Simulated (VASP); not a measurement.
# TlBr (Pm-3m) in VASP: single point with r2SCAN

Aim: the single point of TlBr with r2SCAN.

Program: VASP 6.6.1. These are calculated values, not measurements. Logs are shortened: lines on timing, memory, paths and dates and some standing lists are left out, and cuts for length are marked.

### Step 1. The cell of the first run

Symmetry: Pm-3m, No. 221, cubic system. The conventional cell has a = 3.996 Å, b = 3.996 Å, c = 3.996 Å, α = 90.00°, β = 90.00°, γ = 90.00°. Within 4.5 Å of Tl (site symmetry m-3m) lie 8 Br at 3.46 Å and 6 Tl at 4.00 Å. Br (site symmetry m-3m) has 8 Tl at 3.46 Å and 6 Br at 4.00 Å within 4.5 Å.

### Step 2. Single point, r2SCAN

Contents of POSCAR:

```
TlBr
1.0
    3.9963496088      0.0000000000      0.0000000000
    0.0000000000      3.9963496088      0.0000000000
    0.0000000000      0.0000000000      3.9963496088
Tl Br
1 1
Direct
    0.0000000000      0.0000000000      0.0000000000
    0.5000000000      0.5000000000      0.5000000000
```

Contents of INCAR.step1:

```
PREC     = Accurate       # precision mode
ENCUT    = 550            # plane-wave cutoff, eV
ISMEAR   = 0              # smearing method
SIGMA    = 0.05           # smearing width, eV
LREAL    = False          # projectors in reciprocal space
LASPH    = True           # aspherical terms in the spheres
NELM     = 120            # most SCF steps
NBANDS   = 17             # bands
GGA      = PE             # functional
ALGO     = Normal         # electronic algorithm
EDIFF    = 1E-5           # SCF threshold, eV
LWAVE    = True           # write WAVECAR
LCHARG   = False          # write CHGCAR
GGA_COMPAT= False
```

Contents of INCAR.step2:

```
PREC     = Accurate       # precision mode
ENCUT    = 550            # plane-wave cutoff, eV
EDIFF    = 1E-6           # SCF threshold, eV
ISMEAR   = 0              # smearing method
SIGMA    = 0.05           # smearing width, eV
LREAL    = False          # projectors in reciprocal space
LASPH    = True           # aspherical terms in the spheres
NELM     = 120            # most SCF steps
ALGO     = Normal         # electronic algorithm
ISIF     = 2              # what is computed and relaxed
LWAVE    = False          # write WAVECAR
LCHARG   = False          # write CHGCAR
METAGGA  = R2SCAN         # meta-GGA
LMIXTAU  = True         
NBANDS   = 17             # bands
ISTART   = 1            
GGA_COMPAT= False
```

Contents of KPOINTS:

```
Automatic mesh
0
Gamma
  6 6 6
```

Potentials or basis: VASP PAW PBE potentials, release 64 (Tl_d, Br).

The run is started by

```sh
$ cat potpaw_PBE.64/Tl_d/POTCAR potpaw_PBE.64/Br/POTCAR > POTCAR
$ cp INCAR.step1 INCAR
$ mpirun -np 1 vasp_std > vasp.out
$ cp INCAR.step2 INCAR
$ mpirun -np 1 vasp_std > vasp.out
```

OUTCAR:

```text
PREC = Accurate
   ENCUT = 550
   EDIFF = 1E-6
   ISMEAR = 0
   LREAL = False
   LASPH = True
   NELM = 120
   ISIF = 2
   METAGGA = R2SCAN
   ISTART = 1

 ion  position               nearest neighbor table
   1  0.000  0.000  0.000-   2 3.46   2 3.46   2 3.46   2 3.46   2 3.46   2 3.46   2 3.46   2 3.46

   2  0.500  0.500  0.500-   1 3.46   1 3.46   1 3.46   1 3.46   1 3.46   1 3.46   1 3.46   1 3.46

  LATTYP: Found a simple cubic cell.
 ALAT       =     3.9963496088

  Lattice vectors:

 A1 = (   3.9963496088,   0.0000000000,   0.0000000000)
 A2 = (   0.0000000000,   3.9963496088,   0.0000000000)
 A3 = (   0.0000000000,   0.0000000000,   3.9963496088)

Analysis of symmetry for initial positions (statically):
=====================================================================
 Subroutine PRICEL returns:
 Original cell was already a primitive cell.

 Routine SETGRP: Setting up the symmetry group for a
 simple cubic supercell.

 Subroutine GETGRP returns: Found 48 space group operations
 (whereof 48 operations were pure point group operations)
 out of a pool of 48 trial point group operations.

The static configuration has the point symmetry O_h .

Analysis of symmetry for dynamics (positions and initial velocities):
=====================================================================
 Subroutine PRICEL returns:
 Original cell was already a primitive cell.

 Routine SETGRP: Setting up the symmetry group for a
 simple cubic supercell.

 Subroutine GETGRP returns: Found 48 space group operations
 (whereof 48 operations were pure point group operations)
 out of a pool of 48 trial point group operations.

The dynamic configuration has the point symmetry O_h .

 Subroutine INISYM returns: Found 48 space group operations
 (whereof 48 operations are pure point group operations),
 and found     1 'primitive' translations

----------------------------------------------------------------------------------------

                                     Primitive cell

  volume of cell :      63.8249

  direct lattice vectors                    reciprocal lattice vectors
     3.996349609  0.000000000  0.000000000     0.250228358  0.000000000  0.000000000
     0.000000000  3.996349609  0.000000000     0.000000000  0.250228358  0.000000000
     0.000000000  0.000000000  3.996349609     0.000000000  0.000000000  0.250228358

  length of vectors
     3.996349609  3.996349609  3.996349609     0.250228358  0.250228358  0.250228358

  position of ions in fractional coordinates (direct lattice)
[... 74 lines left out ...]
   EDIFF  = 0.1E-05   stopping-criterion for ELM
   LREAL  =      F    real-space projection
   EDIFFG = 0.1E-04   stopping-criterion for IOM
   NSW    =      0    number of steps for IOM
   IBRION =     -1    ionic relax: 0-MD 1-quasi-New 2-CG
   NFREE  =      0    steps in history (QN), initial steepest desc. (CG)
   ISIF   =      2    stress and relaxation
   ISYM   =      2    0-nonsym 1-usesym 2-fastsym
   POTIM  = 0.5000    time-step for ionic-motion
   TEBEG  =    0.0;   TEEND  =   0.0 temperature during run
   PSTRESS=    0.0 pullay stress
   NELECT =      20.0000    total number of electrons
   NUPDOWN=      -1.0000    fix difference up-down
   EMIN   =  10.00;   EMAX   =-10.00  energy-range for DOS
   EFERMI =   0.00;   METHOD = LEGACY
   ISMEAR =     0;   SIGMA  =   0.05  broadening in eV -4-tet -1-fermi 0-gaus
   EFERMI_NEDOS =   21; number of points for ismear=-14 and -15
   IALGO  =     38    algorithm
   IMIX   =      4    mixing-type and parameters
     AMIX     =   0.40;   BMIX     =  1.00
     AMIX_MAG =   1.60;   BMIX_MAG =  1.00
  volume/ion in A,a.u.               =      31.91       215.36
  Fermi-wavevector in a.u.,A,eV,Ry     =   1.111957  2.101294 16.822904  1.236449
  Thomas-Fermi vector in A             =   2.248526
   LORBIT       =      0    0 simple, 1 ext, 2 COOP (PROOUT), +10 PAW based schemes
   METAGGA = R2SCAN    functional components
   LHFCALC =     F    Hartree Fock is set to
   AEXX    =    0.0000 exact exchange contribution
   IVDW    =     0    specifies the selected vdW correction
   LEPSILON=     F    determine dielectric tensor
   LRPA    =     F    only Hartree local field effects (RPA)
 non-spin polarized calculation
 Gauss-broadening in eV      SIGMA  =   0.05
  energy-cutoff  :      550.00
  volume of cell :       63.82
 maximum number of plane-waves:      1890
 NGX is ok and might be reduce to    32
   NGX = 15   NGY = 15   NGZ = 15

 number of electron      20.0000001 magnetization

 Free energy of the ion-electron system (eV)
  ---------------------------------------------------
  ext. energy  EPLUGINS =         0.00000000
  ---------------------------------------------------
  free energy    TOTEN  =       -68.38117114 eV

  energy without entropy =      -68.38117114  energy(sigma->0) =      -68.38117114

 E-fermi :   2.2152     XC(G=0):  -9.3660

 val. band max:        1.9433157741   @ k =   0.5000   0.0000   0.0000
 cond. band min:       4.2772972221   @ k =   0.5000   0.0000   0.0000
 fundamental gap:      2.3339814480
 Fermi energy:         2.2152373763

 k-point     1 :       0.0000    0.0000    0.0000
  band No.  band energies     occupation
      1     -12.2123      2.00000
      2      -8.4855      2.00000
      3      -8.4855      2.00000
      4      -8.3102      2.00000
      5      -8.3102      2.00000
      6      -8.3102      2.00000
[... 377 lines left out ...]
      4      -8.4366      2.00000
      5      -8.2637      2.00000
      6      -8.2637      2.00000
[... 9 lines left out ...]
     16      15.6074      0.00000
     17      19.1590      0.00000

------------------------ aborting loop because EDIFF is reached ----------------------------------------

  FORCE on cell =-STRESS in cart. coord.  units (eV):
  Direction    XX          YY          ZZ          XY          YZ          ZX
  --------------------------------------------------------------------------------------
  -------------------------------------------------------------------------------------
  Total       -0.0061890     -0.0061890     -0.0061890     -0.0000000      0.0000000     -0.0000000
  in kB       -0.1553616     -0.1553616     -0.1553616     -0.0000000      0.0000000     -0.0000000
  external PRESSURE =      -0.1553616 kB  Pullay stress =       0.0000000 kB

 VOLUME and BASIS-vectors are now :
 -----------------------------------------------------------------------------
  energy-cutoff  :      550.00
  volume of cell :       63.82
      direct lattice vectors                 reciprocal lattice vectors
     3.996349609  0.000000000  0.000000000     0.250228358  0.000000000  0.000000000
     0.000000000  3.996349609  0.000000000     0.000000000  0.250228358  0.000000000
     0.000000000  0.000000000  3.996349609     0.000000000  0.000000000  0.250228358

 POSITION                                       TOTAL-FORCE (eV/Angst)
 -----------------------------------------------------------------------------------
      0.00000      0.00000      0.00000         0.000000      0.000000      0.000000
      1.99817      1.99817      1.99817         0.000000      0.000000      0.000000
 -----------------------------------------------------------------------------------
    total drift:                                0.000000      0.000000     -0.000000

  FREE ENERGIE OF THE ION-ELECTRON SYSTEM (eV)
  ---------------------------------------------------
  free  energy   TOTEN  =       -68.3811711440 eV

  energy  without entropy=      -68.3811711440  energy(sigma->0) =      -68.38117114
```

OUTCAR.step1:

```text
PREC = Accurate
   ENCUT = 550
   ISMEAR = 0
   LREAL = False
   LASPH = True
[... 616 lines left out ...]
      0.00000      0.00000      0.00000         0.000000      0.000000      0.000000
      1.99817      1.99817      1.99817         0.000000      0.000000      0.000000
 -----------------------------------------------------------------------------------
    total drift:                                0.000000      0.000000     -0.000000

  FREE ENERGIE OF THE ION-ELECTRON SYSTEM (eV)
  ---------------------------------------------------
  free  energy   TOTEN  =        -5.5372828309 eV

  energy  without entropy=       -5.5372828309  energy(sigma->0) =       -5.53728283
```

Wall time 27 s (1 thread of Intel Xeon 6975P-C (Granite Rapids), shared host); peak memory 0.2 GiB.

What came out:

```
Free energy            : -68.3812 eV
Pressure               : 0.0 GPa
Band gap on the k mesh : 2.33 eV, direct
```

Caveat: the PAW data sets were made with another functional, which shifts forces and pressure a little; spin-orbit coupling is left out, which moves the levels of the heavy elements. r2SCAN opens gaps a little over a GGA but as a rule still falls short of measured ones.
